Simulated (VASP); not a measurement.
# ZnS (a cell with a defect) in VASP: relaxation of the atoms with PBEsol

Aim: the relaxation of the atoms of ZnS (a cell with a defect) with PBEsol.

Program: VASP 6.6.1. These are calculated values, not measurements. Logs are shortened: lines on timing, memory, paths and dates and some standing lists are left out, and cuts for length are marked.

**1. The cell of the first run**

The cell holds a defect, 62 atoms: a = 10.713 Å, b = 10.713 Å, c = 10.713 Å, α = 90.00°, β = 90.00°, γ = 90.00°.

**2. Relaxation of the atoms, PBEsol**

INCAR

```
ALGO = Normal
EDIFF = 1E-7
EDIFFG = -0.03
ENCUT = 450
GGA = PS
GGA_COMPAT = F
IBRION = 2
ISIF = 2
ISMEAR = -1
ISYM = -1
KPAR = 1
LASPH = T
LCHARG = F
LREAL = Auto
LWAVE = F
NELM = 120
NELMIN = 4
NSW = 100
PREC = Accurate
SIGMA = 0.05
```

KPOINTS

```
explicit points
1
Reciprocal
  0.25000000   0.25000000   0.25000000 1
```

POSCAR

```
ZnS
1.0
   10.7125360000      0.0000000000      0.0000000000
    0.0000000000     10.7125360000      0.0000000000
    0.0000000000      0.0000000000     10.7125360000
Zn S
31 31
Direct
    0.9988050000      0.0034790000      0.0019870000
    0.0014980000      0.9990170000      0.5017980000
    0.9958940000      0.5009110000      0.9999240000
    0.0027320000      0.4950300000      0.4985170000
    0.5009720000      0.9963390000      0.0002230000
    0.5029860000      0.0010700000      0.4977660000
    0.4990260000      0.5002470000      0.9975230000
    0.2501560000      0.2521430000      0.0036100000
    0.2491140000      0.2511750000      0.4993310000
    0.2498190000      0.7515960000      0.0013290000
    0.2462940000      0.7474520000      0.4975220000
    0.7492010000      0.2497300000      0.9980040000
    0.7533790000      0.2483590000      0.4996470000
    0.7483610000      0.7470890000      0.9997030000
    0.7504510000      0.7543320000      0.4970690000
    0.2503130000      0.0027510000      0.2501970000
    0.2462860000      0.0014290000      0.7481350000
    0.2500840000      0.4979280000      0.2483730000
    0.2502040000      0.4993700000      0.7500140000
    0.7508010000      0.0045500000      0.2513970000
    0.7527760000      0.0000070000      0.7510180000
    0.7502840000      0.5001610000      0.2485640000
    0.7521030000      0.4964120000      0.7527460000
    0.0000010000      0.2512900000      0.2491090000
    0.0029330000      0.2499290000      0.7488880000
    0.9985440000      0.7485810000      0.2516480000
    0.9993670000      0.7506050000      0.7499430000
    0.4968620000      0.2484320000      0.2489690000
    0.5011350000      0.2510540000      0.7483550000
    0.5008740000      0.7499890000      0.2501130000
    0.4998990000      0.7529740000      0.7467560000
    0.1276100000      0.1257150000      0.1264160000
    0.1257990000      0.1280120000      0.6237460000
    0.1263280000      0.6247180000      0.1257110000
    0.1263870000      0.6248950000      0.6264430000
    0.6219130000      0.1232850000      0.1273950000
    0.6233540000      0.1268890000      0.6260190000
    0.6266740000      0.6261800000      0.1234420000
    0.3757400000      0.3733050000      0.1241150000
    0.3766960000      0.3742240000      0.6217830000
    0.3735440000      0.8777180000      0.1288300000
    0.3772110000      0.8758060000      0.6259760000
    0.8743620000      0.3752620000      0.1257350000
    0.8780950000      0.3713230000      0.6244860000
    0.8736000000      0.8727990000      0.1267950000
    0.8741940000      0.8733210000      0.6261790000
    0.3753620000      0.1256620000      0.3769830000
    0.3743730000      0.1276320000      0.8738200000
    0.3763470000      0.6248860000      0.3753470000
    0.3767010000      0.6257230000      0.8736600000
    0.8715660000      0.1247650000      0.3763460000
    0.8744130000      0.1280240000      0.8739790000
    0.8734040000      0.6267430000      0.3704620000
    0.8711820000      0.6259440000      0.8759250000
    0.1241640000      0.3756980000      0.3750080000
    0.1256130000      0.3770580000      0.8756320000
    0.1261970000      0.8730170000      0.3765510000
    0.1253540000      0.8728060000      0.8755510000
    0.6258430000      0.3758620000      0.3773200000
    0.6238360000      0.3733670000      0.8733110000
    0.6230630000      0.8779440000      0.3760240000
    0.6224360000      0.8759120000      0.8728860000
```

Potentials or basis: VASP PAW PBE potentials, release 64 (Zn, S).

Launch:

```sh
> cat potpaw_PBE.64/Zn/POTCAR potpaw_PBE.64/S/POTCAR > POTCAR
> mpirun -np 8 vasp_std > vasp.out
```

OUTCAR:

```text
EDIFF = 1E-7
   EDIFFG = -0.03
   ENCUT = 450
   GGA = PS
   IBRION = 2
   ISIF = 2
   ISMEAR = -1
   ISYM = -1
   LASPH = T
   LREAL = Auto
   NELM = 120
   NELMIN = 4
   NSW = 100
   PREC = Accurate

 ion  position               nearest neighbor table
   1  0.999  0.003  0.002-  32 2.32  52 2.33  45 2.36  58 2.37
   2  0.001  0.999  0.502-  33 2.32  57 2.33  46 2.33  51 2.36
   3  0.996  0.501  1.000-  43 2.31  54 2.31  56 2.34  34 2.35
   4  0.003  0.495  0.499-  55 2.25  44 2.32  35 2.36  53 2.41
   5  0.501  0.996  0.000-  62 2.28  41 2.32  36 2.32  48 2.38
   6  0.503  0.001  0.498-  61 2.26  47 2.31  37 2.32  42 2.35
   7  0.499  0.500  0.998-  50 2.30  60 2.33  39 2.33  38 2.35
   8  0.250  0.252  0.004-  39 2.27  32 2.30  56 2.33  48 2.34
   9  0.249  0.251  0.499-  33 2.29  40 2.31  55 2.31  47 2.31
  10  0.250  0.752  0.001-  58 2.30  34 2.32  41 2.33  50 2.35
  11  0.246  0.747  0.498-  57 2.27  35 2.30  49 2.32  42 2.40
  12  0.749  0.250  0.998-  52 2.29  60 2.31  43 2.34  36 2.37
  13  0.753  0.248  0.500-  51 2.26  44 2.30  59 2.33  37 2.34
  14  0.748  0.747  1.000-  38 2.27  54 2.27  45 2.34  62 2.36
  15  0.750  0.754  0.497-  46 2.30  61 2.30  53 2.33
  16  0.250  0.003  0.250-  32 2.29  41 2.29  47 2.32  57 2.35
  17  0.246  0.001  0.748-  33 2.30  58 2.33  42 2.34  48 2.35
[... 31 lines left out ...]
  49  0.376  0.625  0.375-  30 2.32  11 2.32  18 2.35
  50  0.377  0.626  0.874-   7 2.30  19 2.33  31 2.33  10 2.35
  51  0.872  0.125  0.376-  13 2.26  20 2.26   2 2.36  24 2.36
  52  0.874  0.128  0.874-  12 2.29  21 2.31  25 2.32   1 2.33
  53  0.873  0.627  0.370-  26 2.26  22 2.30  15 2.33   4 2.41
  54  0.871  0.626  0.876-  14 2.27  23 2.30   3 2.31  27 2.34
  55  0.124  0.376  0.375-   4 2.25   9 2.31  24 2.32  18 2.32
  56  0.126  0.377  0.876-  19 2.30  25 2.33   8 2.33   3 2.34
  57  0.126  0.873  0.377-  11 2.27   2 2.33  26 2.33  16 2.35
  58  0.125  0.873  0.876-  10 2.30  27 2.31  17 2.33   1 2.37
  59  0.626  0.376  0.377-  13 2.33  22 2.34  28 2.38
  60  0.624  0.373  0.873-  29 2.29  23 2.30  12 2.31   7 2.33
  61  0.623  0.878  0.376-   6 2.26  15 2.30  30 2.33  20 2.34
  62  0.622  0.876  0.873-   5 2.28  31 2.30  21 2.33  14 2.36

IMPORTANT INFORMATION: All symmetrisations will be switched off!
NOSYMM: (Re-)initialisation of all symmetry stuff for point group C_1.

----------------------------------------------------------------------------------------

                                     Primitive cell

  volume of cell :    1229.3538

  direct lattice vectors                    reciprocal lattice vectors
    10.712536000  0.000000000  0.000000000     0.093348578  0.000000000  0.000000000
     0.000000000 10.712536000  0.000000000     0.000000000  0.093348578  0.000000000
     0.000000000  0.000000000 10.712536000     0.000000000  0.000000000  0.093348578

  length of vectors
    10.712536000 10.712536000 10.712536000     0.093348578  0.093348578  0.093348578

  position of ions in fractional coordinates (direct lattice)
     0.998805000  0.003479000  0.001987000
     0.001498000  0.999017000  0.501798000
     0.995894000  0.500911000  0.999924000
     0.002732000  0.495030000  0.498517000
     0.500972000  0.996339000  0.000223000
     0.502986000  0.001070000  0.497766000
[... 54 lines left out ...]
     0.623063000  0.877944000  0.376024000
     0.622436000  0.875912000  0.872886000

  ion indices of the primitive-cell ions
   primitive index   ion index
                 1           1
                 2           2
                 3           3
                 4           4
                 5           5
                 6           6
[... 54 lines left out ...]
                61          61
                62          62

----------------------------------------------------------------------------------------

 KPOINTS: explicit points

Read explicit list of k-points.

 Found      1 k-points:

 Following reciprocal coordinates:
            Coordinates               Weight
  0.250000  0.250000  0.250000      1.000000
   k-points           NKPTS =      1   k-points in BZ     NKDIM =      1   number of bands    NBANDS=    336
   number of dos      NEDOS =    301   number of ions     NIONS =     62
   total plane-waves  NPLWV = 512000
   dimension x,y,z NGX =    80 NGY =   80 NGZ =   80
   dimension x,y,z NGXF=   160 NGYF=  160 NGZF=  160
   ions per type =              31  31
   NGX,Y,Z   is equivalent  to a cutoff of  12.42, 12.42, 12.42 a.u.
   NGXF,Y,Z  is equivalent  to a cutoff of  24.83, 24.83, 24.83 a.u.
 SYSTEM =  unknown system
   PREC   = accura    normal or accurate (medium, high low for compatibility)
   ISTART =      0    job   : 0-new  1-cont  2-samecut
   ICHARG =      2    charge: 1-file 2-atom 10-const
   ISPIN  =      1    spin polarized calculation?
   LNONCOLLINEAR =      F non collinear calculations
   LSORBIT =      F    spin-orbit coupling
   LASPH  =      T    aspherical Exc in radial PAW
   ENCUT  =  450.0 eV  33.07 Ry    5.75 a.u.  18.53 18.53 18.53*2*pi/ulx,y,z
   NELM   =    120;   NELMIN=  4; NELMDL= -5     # of ELM steps
   EDIFF  = 0.1E-06   stopping-criterion for ELM
   LREAL  =      T    real-space projection
   EDIFFG = -.3E-01   stopping-criterion for IOM
   NSW    =    100    number of steps for IOM
   IBRION =      2    ionic relax: 0-MD 1-quasi-New 2-CG
   NFREE  =      1    steps in history (QN), initial steepest desc. (CG)
   ISIF   =      2    stress and relaxation
   ISYM   =     -1    0-nonsym 1-usesym 2-fastsym
   POTIM  = 0.5000    time-step for ionic-motion
   TEBEG  =    0.0;   TEEND  =   0.0 temperature during run
   PSTRESS=    0.0 pullay stress
   NELECT =     558.0000    total number of electrons
   NUPDOWN=      -1.0000    fix difference up-down
   EMIN   =  10.00;   EMAX   =-10.00  energy-range for DOS
   EFERMI =   0.00;   METHOD = LEGACY
   ISMEAR =    -1;   SIGMA  =   0.05  broadening in eV -4-tet -1-fermi 0-gaus
   EFERMI_NEDOS =   21; number of points for ismear=-14 and -15
   IALGO  =     38    algorithm
   IMIX   =      4    mixing-type and parameters
     AMIX     =   0.40;   BMIX     =  1.00
     AMIX_MAG =   1.60;   BMIX_MAG =  1.00
  volume/ion in A,a.u.               =      19.83       133.81
  Fermi-wavevector in a.u.,A,eV,Ry     =   1.258135  2.377531 21.536715  1.582904
  Thomas-Fermi vector in A             =   2.391760
   LORBIT       =      0    0 simple, 1 ext, 2 COOP (PROOUT), +10 PAW based schemes
   GGA     = PS    functional components
   LHFCALC =     F    Hartree Fock is set to
   AEXX    =    0.0000 exact exchange contribution
   IVDW    =     0    specifies the selected vdW correction
   LEPSILON=     F    determine dielectric tensor
   LRPA    =     F    only Hartree local field effects (RPA)
 conjugate gradient relaxation of ions
 non-spin polarized calculation
  energy-cutoff  :      450.00
  volume of cell :     1229.35
 maximum number of plane-waves:     26661
 NGX is ok and might be reduce to    80
   NGX = 37   NGY = 37   NGZ = 37

--------------------------------------- Ionic step        1  -------------------------------------------

 number of electron     558.0000150 magnetization

 Free energy of the ion-electron system (eV)
  ---------------------------------------------------
  ext. energy  EPLUGINS =         0.00000000
  ---------------------------------------------------
  free energy    TOTEN  =      -230.63174968 eV

  energy without entropy =     -230.60877793  energy(sigma->0) =     -230.62026380

------------------------ aborting loop because EDIFF is reached ----------------------------------------

  FORCE on cell =-STRESS in cart. coord.  units (eV):
  Direction    XX          YY          ZZ          XY          YZ          ZX
  --------------------------------------------------------------------------------------
  -------------------------------------------------------------------------------------
  Total       -1.5165552     -1.3383241     -1.7330433     -5.1141944     -3.7412293     -3.9697765
  in kB       -1.9764777     -1.7441948     -2.2586197     -6.6651653     -4.8758240     -5.1736823
  external PRESSURE =      -1.9930974 kB  Pullay stress =       0.0000000 kB
[... 269 lines left out ...]
  FREE ENERGIE OF THE ION-ELECTRON SYSTEM (eV)
  ---------------------------------------------------
  free  energy   TOTEN  =      -231.7112005741 eV

  energy  without entropy=     -231.7111789610  energy(sigma->0) =     -231.71118977

[... ionic steps 4 to 13 ...]

--------------------------------------- Ionic step       14  -------------------------------------------

 number of electron     558.0000019 magnetization

------------------------ aborting loop because EDIFF is reached ----------------------------------------
[... 187 lines left out ...]
--------------------------------------- Ionic step       16  -------------------------------------------

 number of electron     557.9999950 magnetization

 Free energy of the ion-electron system (eV)
  ---------------------------------------------------
  ext. energy  EPLUGINS =         0.00000000
  ---------------------------------------------------
  free energy    TOTEN  =      -232.52180620 eV

  energy without entropy =     -232.52180620  energy(sigma->0) =     -232.52180620

 E-fermi :   3.4045     XC(G=0):  -9.7674

 val. band max:        2.1140396208   @ k =   0.2500   0.2500   0.2500
 cond. band min:       4.6969241915   @ k =   0.2500   0.2500   0.2500
 fundamental gap:      2.5828845706
 Fermi energy:         3.4045441823

 k-point     1 :       0.2500    0.2500    0.2500
  band No.  band energies     occupation
      1     -11.2312      2.00000
      2     -10.9713      2.00000
      3     -10.9699      2.00000
      4     -10.8758      2.00000
      5     -10.7126      2.00000
      6     -10.7124      2.00000
[... 283 lines left out ...]
    290       6.0119      0.00000
    291       6.0322      0.00000
 [bands above 291 left out]

------------------------ aborting loop because EDIFF is reached ----------------------------------------

  FORCE on cell =-STRESS in cart. coord.  units (eV):
  Direction    XX          YY          ZZ          XY          YZ          ZX
  --------------------------------------------------------------------------------------
  -------------------------------------------------------------------------------------
  Total        1.9221424      1.9442377      1.9127697     -2.4390210     -2.4253375     -2.4242855
  in kB        2.5050665      2.5338626      2.4928513     -3.1786977     -3.1608646     -3.1594934
  external PRESSURE =       2.5105935 kB  Pullay stress =       0.0000000 kB
[... 77 lines left out ...]
  FREE ENERGIE OF THE ION-ELECTRON SYSTEM (eV)
  ---------------------------------------------------
  free  energy   TOTEN  =      -232.5218062014 eV

  energy  without entropy=     -232.5218062014  energy(sigma->0) =     -232.52180620

 reached required accuracy - stopping structural energy minimisation
```

Wall time 41 min (8 MPI ranks of Intel Xeon Platinum 8259CL at 2.50GHz (Skylake/Cascade Lake), shared host); peak memory 0.38 GiB.

What came out:

| Item | Value |
| --- | --- |
| Free energy | -232.5218 eV |
| Energy gained by relaxing | 30.5 meV/atom |
| Ionic steps | 16 |
| Pressure after relaxing | 0.3 GPa |
| Largest force after relaxing | 0.025 eV/Å |
| Band gap on the k mesh | 2.58 eV |

Forces on the atoms (eV/Å):
```
Zn  -0.008 -0.015 -0.018
Zn   0.008  0.006  0.003
Zn   0.008  0.004  0.006
Zn  -0.010  0.000 -0.006
Zn   0.004  0.006  0.004
Zn  -0.003 -0.015 -0.001
Zn  -0.007 -0.003 -0.013
Zn   0.002  0.004 -0.003
Zn   0.007  0.002  0.019
Zn  -0.007 -0.003 -0.008
Zn   0.003 -0.001  0.005
Zn  -0.003 -0.006 -0.003
Zn  -0.004  0.004  0.001
Zn   0.000 -0.002 -0.012
Zn   0.005  0.010 -0.004
Zn   0.004 -0.005 -0.003
Zn  -0.006  0.000  0.002
Zn   0.007  0.018  0.008
Zn   0.008  0.003 -0.003
Zn  -0.005 -0.004 -0.005
Zn  -0.005 -0.011 -0.002
Zn   0.004  0.003  0.007
Zn   0.005  0.001  0.012
Zn  -0.003  0.004  0.000
Zn  -0.005 -0.008 -0.004
Zn  -0.001 -0.004 -0.006
Zn  -0.003  0.000 -0.003
Zn   0.014  0.003  0.002
Zn   0.002  0.007  0.001
Zn   0.000  0.001  0.006
Zn  -0.002  0.006  0.013
S   -0.004 -0.007 -0.009
S    0.003  0.000  0.007
S   -0.001  0.004  0.001
S   -0.012  0.007  0.001
S    0.002  0.002 -0.001
S    0.002 -0.017  0.003
S    0.005  0.000 -0.016
S   -0.001  0.002 -0.001
S    0.008  0.016  0.009
S   -0.006 -0.003 -0.007
S    0.004  0.002  0.000
S    0.001 -0.003 -0.004
S    0.000  0.003 -0.004
S   -0.003 -0.012  0.005
S   -0.003 -0.003  0.005
S    0.001  0.000  0.001
S   -0.003 -0.009 -0.003
S    0.007  0.006  0.013
S    0.000 -0.007  0.004
S   -0.007 -0.001 -0.006
S   -0.009  0.005 -0.008
S    0.005 -0.004  0.000
S    0.001  0.005  0.001
S   -0.003  0.005  0.005
S   -0.003 -0.007 -0.005
S   -0.001 -0.006 -0.005
S    0.006 -0.009 -0.006
S    0.006  0.020  0.013
S   -0.002  0.004  0.007
S    0.001  0.001  0.004
S   -0.002  0.001 -0.002
```

Step by step:
```tsv
step	energy change (eV)	largest force (eV/Å)	pressure (GPa)
1	0.0000	1.2363	-0.20
2	-0.8646	1.1007	-0.11
3	-1.0795	0.9432	0.07
4	-1.3042	0.7836	0.13
5	-1.5188	0.7702	0.27
6	-1.6763	0.4387	0.24
7	-1.7937	0.2924	0.19
8	-1.8453	0.1638	0.20
9	-1.8579	0.1189	0.21
10	-1.8708	0.0826	0.21
11	-1.8754	0.0774	0.21
12	-1.8824	0.0555	0.23
13	-1.8846	0.0638	0.24
14	-1.8884	0.0320	0.25
15	-1.8886	0.0392	0.25
16	-1.8901	0.0246	0.25
```

Final structure:
```
Zn S
1.0
    10.71254    0.00000    0.00000
     0.00000   10.71254    0.00000
     0.00000    0.00000   10.71254
Zn S
31 31
Direct
  0.00053 0.00081 0.00074
  0.00198 0.00213 0.49881
  0.00173 0.49901 0.00197
  0.00445 0.50030 0.50005
  0.49864 0.00220 0.00196
  0.50017 0.00488 0.50001
  0.50024 0.50045 0.00416
  0.25035 0.25046 0.00036
  0.25667 0.25716 0.50328
  0.24772 0.74926 0.00220
  0.25226 0.74211 0.48986
  0.74883 0.24797 0.00206
  0.74231 0.25237 0.49006
  0.74770 0.74805 0.00412
  0.77828 0.77862 0.46681
  0.25020 0.00058 0.25049
  0.24761 0.00231 0.74871
  0.25675 0.50370 0.25644
  0.25236 0.49031 0.74209
  0.74891 0.00243 0.24766
  0.74805 0.00454 0.74793
  0.74183 0.49026 0.25226
  0.77835 0.46674 0.77803
  0.00017 0.25052 0.25026
  0.00253 0.24801 0.74912
  0.00201 0.74914 0.24771
  0.00401 0.74793 0.74791
  0.50353 0.25699 0.25668
  0.48991 0.25235 0.74189
  0.49000 0.74231 0.25226
  0.46683 0.77884 0.77800
  0.12471 0.12499 0.12483
  0.12577 0.12608 0.62249
  0.12565 0.62289 0.12567
  0.12674 0.62448 0.62431
  0.62262 0.12596 0.12568
  0.62443 0.12702 0.62433
  0.62421 0.62459 0.12677
  0.37434 0.37441 0.12518
  0.38239 0.38262 0.61754
  0.37418 0.87469 0.12396
  0.37092 0.87578 0.61974
  0.87418 0.37448 0.12385
  0.87576 0.37101 0.62001
  0.87428 0.87463 0.12416
  0.87505 0.87528 0.62650
  0.37412 0.12573 0.37408
  0.37412 0.12404 0.87427
  0.38242 0.61772 0.38225
  0.37111 0.62057 0.87530
  0.87448 0.12394 0.37422
  0.87459 0.12456 0.87450
  0.87530 0.62027 0.37103
  0.87475 0.62657 0.87489
  0.12535 0.37441 0.37389
  0.12399 0.37465 0.87457
  0.12377 0.87456 0.37425
  0.12410 0.87467 0.87437
  0.61774 0.38235 0.38243
  0.61998 0.37114 0.87519
  0.62000 0.87575 0.37094
  0.62653 0.87536 0.87497
```

Caveat: the PAW data sets were made with another functional, which shifts forces and pressure a little.
